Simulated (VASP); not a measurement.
# P in VASP: single point with HSE06

Aim: the single point of P with HSE06.

All numbers are computed with VASP 6.6.1; they aren't measurements. Logs are shortened: lines on timing, memory, paths and dates and some standing lists are left out, and cuts for length are marked.

## 1. The cell of the first run

The cell holds a sheet with vacuum, 4 atoms: a = 3.284 Å, b = 4.326 Å, c = 18.126 Å, α = 90.00°, β = 90.00°, γ = 90.00°.

## 2. Single point, HSE06

The input, POSCAR:

```
P
1.0
    3.2841012764      0.0000000000      0.0000000000
    0.0000000000      4.3259533917      0.0000000000
    0.0000000000      0.0000000000     18.1262871622
P
4
Direct
    0.0000000000      0.0786216009      0.4413479676
    0.5000000000      0.4213783991      0.4413479676
    0.5000000000      0.5786216009      0.5586520324
    0.0000000000      0.9213783991      0.5586520324
```

The input, INCAR.step1:

```
SYSTEM = P
ALGO = Normal
DIPOL = 0.5 0.5 0.500
EDIFF = 1E-5
ENCUT = 400
GGA = PE
GGA_COMPAT = .False.
IDIPOL = 3
ISIF = 2
ISMEAR = 0
LASPH = .True.
LCHARG = .False.
LDIPOL = .True.
LREAL = .False.
LWAVE = .True.
NBANDS = 18
NELM = 120
NELMDL = -8
PREC = Accurate
SIGMA = 0.03
```

The input, INCAR.step2:

```
SYSTEM = P
ALGO = Normal
DIPOL = 0.5 0.5 0.500
EDIFF = 1E-6
ENCUT = 400
GGA = PE
GGA_COMPAT = .False.
HFSCREEN = 0.2079
IDIPOL = 3
ISIF = 2
ISMEAR = 0
ISTART = 1
LASPH = .True.
LCHARG = .False.
LDIPOL = .True.
LHFCALC = .True.
LREAL = .False.
LWAVE = .False.
NBANDS = 18
NELM = 120
PREC = Accurate
PRECFOCK = Normal
SIGMA = 0.03
```

The input, KPOINTS:

```
k-points
0
Gamma
  6 4 1
  0 0 0
```

Potentials or basis: VASP PAW PBE potentials, release 64 (P).

Started as:

```
cat potpaw_PBE.64/P/POTCAR > POTCAR
cp INCAR.step1 INCAR
mpirun -np 1 vasp_std > vasp.out
cp INCAR.step2 INCAR
mpirun -np 1 vasp_std > vasp.out
```

OUTCAR:

```text
SYSTEM = P
   EDIFF = 1E-6
   ENCUT = 400
   GGA = PE
   HFSCREEN = 0.2079
   ISIF = 2
   ISMEAR = 0
   ISTART = 1
   LASPH = .True.
   LHFCALC = .True.
   LREAL = .False.
   NELM = 120
   PREC = Accurate
   PRECFOCK = Normal

 ion  position               nearest neighbor table
   1  0.000  0.079  0.441-   2 2.21   2 2.21   4 2.23
   2  0.500  0.421  0.441-   1 2.21   1 2.21   3 2.23
   3  0.500  0.579  0.559-   4 2.21   4 2.21   2 2.23
   4  0.000  0.921  0.559-   3 2.21   3 2.21   1 2.23

  LATTYP: Found a simple orthorhombic cell.
 ALAT       =     3.2841012764
 B/A-ratio  =     1.3172411651
 C/A-ratio  =     5.5194056567

  Lattice vectors:

 A1 = (   3.2841012764,   0.0000000000,   0.0000000000)
 A2 = (   0.0000000000,   4.3259533917,   0.0000000000)
 A3 = (   0.0000000000,   0.0000000000,  18.1262871622)

Analysis of symmetry for initial positions (statically):
=====================================================================
 Subroutine PRICEL returns:
 Original cell was already a primitive cell.

 Routine SETGRP: Setting up the symmetry group for a
 simple orthorhombic supercell.

 Subroutine GETGRP returns: Found  8 space group operations
 (whereof  4 operations were pure point group operations)
 out of a pool of  8 trial point group operations.

The static configuration has the point symmetry C_2h.
 The point group associated with its full space group is D_2h.

Analysis of symmetry for dynamics (positions and initial velocities):
=====================================================================
 Subroutine PRICEL returns:
 Original cell was already a primitive cell.

 Routine SETGRP: Setting up the symmetry group for a
 simple orthorhombic supercell.

 Subroutine GETGRP returns: Found  8 space group operations
 (whereof  4 operations were pure point group operations)
 out of a pool of  8 trial point group operations.

The dynamic configuration has the point symmetry C_2h.
 The point group associated with its full space group is D_2h.

 Subroutine INISYM returns: Found  8 space group operations
 (whereof  4 operations are pure point group operations),
 and found     1 'primitive' translations

----------------------------------------------------------------------------------------

                                     Primitive cell

  volume of cell :     257.5178

[... 93 lines left out ...]
   EFERMI =   0.00;   METHOD = LEGACY
   ISMEAR =     0;   SIGMA  =   0.03  broadening in eV -4-tet -1-fermi 0-gaus
   EFERMI_NEDOS =   21; number of points for ismear=-14 and -15
   IALGO  =     38    algorithm
   IMIX   =      1    mixing-type and parameters
     AMIX     =   0.40;   BMIX     =  1.00
     AMIX_MAG =   1.60;   BMIX_MAG =  1.00
  volume/ion in A,a.u.               =      64.38       434.45
  Fermi-wavevector in a.u.,A,eV,Ry     =   0.698472  1.319921  6.637783  0.487863
  Thomas-Fermi vector in A             =   1.782085
   LORBIT       =      0    0 simple, 1 ext, 2 COOP (PROOUT), +10 PAW based schemes
   GGA     = PE    functional components
   LHFCALC =     T    Hartree Fock is set to
   PRECFOCK=normal    Normal, Fast or Accurate (Low or Medium for compatibility)
   ENCUT4O =  -1.0   cutoff for four orbital integrals eV
   NKREDX  =     1    reduce k-point grid by
   NKREDY  =     1    reduce k-point grid by
   NKREDZ  =     1    reduce k-point grid by
   AEXX    =    0.2500 exact exchange contribution
   HFSCREEN=    0.2079 screening length (either q_TF or 0.3 A-1)
   HFSCREENC=   0.2079 screening length for correlation (either q_TF or 0.3 A-1)
   ENCUTFOCK=  -1.0 apply spherical cutoff to Coloumb kernel
   IVDW    =     0    specifies the selected vdW correction
   LEPSILON=     F    determine dielectric tensor
   LRPA    =     F    only Hartree local field effects (RPA)
 non-spin polarized calculation
 Gauss-broadening in eV      SIGMA  =   0.03
  energy-cutoff  :      400.00
  volume of cell :      257.52
 maximum number of plane-waves:      4726
 NGX is ok and might be reduce to    24
  NGX = 18; NGY = 24; NGZ = 96

 number of electron      20.0000004 magnetization

 dipolmoment           0.000000      0.000000     -0.000000 electrons x Angstroem

 Free energy of the ion-electron system (eV)
  ---------------------------------------------------
  ext. energy  EPLUGINS =         0.00000000
  ---------------------------------------------------
  free energy    TOTEN  =       -25.66281611 eV

  energy without entropy =      -25.66281611  energy(sigma->0) =      -25.66281611

 E-fermi :  -1.8103     XC(G=0):  -2.8791

 val. band max:       -1.9950899973   @ k =   0.0000   0.0000   0.0000
 cond. band min:      -0.7134684312   @ k =   0.0000   0.0000   0.0000
 fundamental gap:      1.2816215661
 Fermi energy:        -1.8103325388

 k-point     1 :       0.0000    0.0000    0.0000
  band No.  band energies     occupation
      1     -18.9649      2.00000
      2     -15.9613      2.00000
      3     -11.8842      2.00000
      4      -8.4748      2.00000
      5      -7.3994      2.00000
      6      -6.8898      2.00000
[... 229 lines left out ...]
      5      -7.6216      2.00000
      6      -7.6216      2.00000
[... 10 lines left out ...]
     17       4.9084      0.00000
     18       4.9084      0.00000

------------------------ aborting loop because EDIFF is reached ----------------------------------------

 vacuum level on the upper side and lower side of the slab       (xc-potential included)         0.001         0.001

  FORCE on cell =-STRESS in cart. coord.  units (eV):
  Direction    XX          YY          ZZ          XY          YZ          ZX
  --------------------------------------------------------------------------------------
  -------------------------------------------------------------------------------------
  Total        0.9087252      0.7029977     -0.8311796      0.0000000      0.0000000      0.0000000
  in kB        5.6537411      4.3737831     -5.1712817      0.0000000      0.0000000      0.0000000
  external PRESSURE =       1.6187475 kB  Pullay stress =       0.0000000 kB

 VOLUME and BASIS-vectors are now :
 -----------------------------------------------------------------------------
  energy-cutoff  :      400.00
  volume of cell :      257.52
      direct lattice vectors                 reciprocal lattice vectors
     3.284101276  0.000000000  0.000000000     0.304497309  0.000000000  0.000000000
     0.000000000  4.325953392  0.000000000     0.000000000  0.231162916  0.000000000
     0.000000000  0.000000000 18.126287162     0.000000000  0.000000000  0.055168496

 POSITION                                       TOTAL-FORCE (eV/Angst)
 -----------------------------------------------------------------------------------
      0.00000      0.34011      8.00000         0.000000      0.256926      0.190333
      1.64205      1.82286      8.00000         0.000000     -0.256926      0.190333
      1.64205      2.50309     10.12629         0.000000      0.256926     -0.190333
      0.00000      3.98584     10.12629         0.000000     -0.256926     -0.190333
 -----------------------------------------------------------------------------------
    total drift:                                0.000000     -0.000000      0.000000

  FREE ENERGIE OF THE ION-ELECTRON SYSTEM (eV)
  ---------------------------------------------------
  free  energy   TOTEN  =       -25.6628161149 eV

  energy  without entropy=      -25.6628161149  energy(sigma->0) =      -25.66281611

 vacuum level on the upper side and lower side of the slab         3.227         3.227
```

OSZICAR.step1:

```text
N       E                     dE             d eps       ncg     rms          rms(c)
DAV:   1     0.118939485349E+03    0.11894E+03   -0.58117E+03   432   0.653E+02
DAV:   2    -0.887282412547E+01   -0.12781E+03   -0.12090E+03   616   0.144E+02
DAV:   3    -0.213495133207E+02   -0.12477E+02   -0.12413E+02   574   0.515E+01
[... 14 lines left out ...]
DAV:  18    -0.213872724163E+02    0.16242E-04   -0.10004E-05   458   0.927E-03    0.473E-03
DAV:  19    -0.213873454123E+02   -0.72996E-04   -0.49941E-06   402   0.743E-03    0.207E-03
DAV:  20    -0.213873696355E+02   -0.24223E-04   -0.15191E-06   428   0.449E-03    0.812E-04
DAV:  21    -0.213873892897E+02   -0.19654E-04   -0.80097E-07   428   0.281E-03    0.162E-03
DAV:  22    -0.213873990279E+02   -0.97381E-05   -0.53528E-07   414   0.221E-03
   1 F= -.21387399E+02 E0= -.21387399E+02  d E =-.863536E-14
```

It took 13 min on 1 thread of Intel Xeon Platinum 8559C (Emerald Rapids), shared host; peak memory 0.38 GiB.

Results:

```yaml
Free_energy: -25.6628 eV
Largest_force: 0.320 eV/Å
Band_gap_on_the_k_mesh: 1.28 eV
```

Forces in eV/Å, atoms in the order of the input:
```
P    0.000  0.257  0.190
P    0.000 -0.257  0.190
P    0.000  0.257 -0.190
P    0.000 -0.257 -0.190
```

Levels at points of the mesh, in eV from the valence-band top:
```tsv
k point	band 7	band 8	band 9	band 10	band 11	band 12	band 13	band 14
(0.00, 0.00, 0.00)	-3.90	-2.24	-1.95	0.00	1.28	2.24	3.68	4.56
(0.50, 0.00, 0.00)	-3.09	-3.09	-2.28	-2.28	2.05	2.05	2.48	2.48
(0.00, 0.50, 0.00)	-2.83	-2.83	-0.95	-0.95	2.90	2.90	4.26	4.26
(0.50, 0.50, 0.00)	-5.56	-5.56	-1.63	-1.63	3.19	3.19	5.60	5.60
```

Caveat: the PAW data sets were made with another functional, which shifts forces and pressure a little.
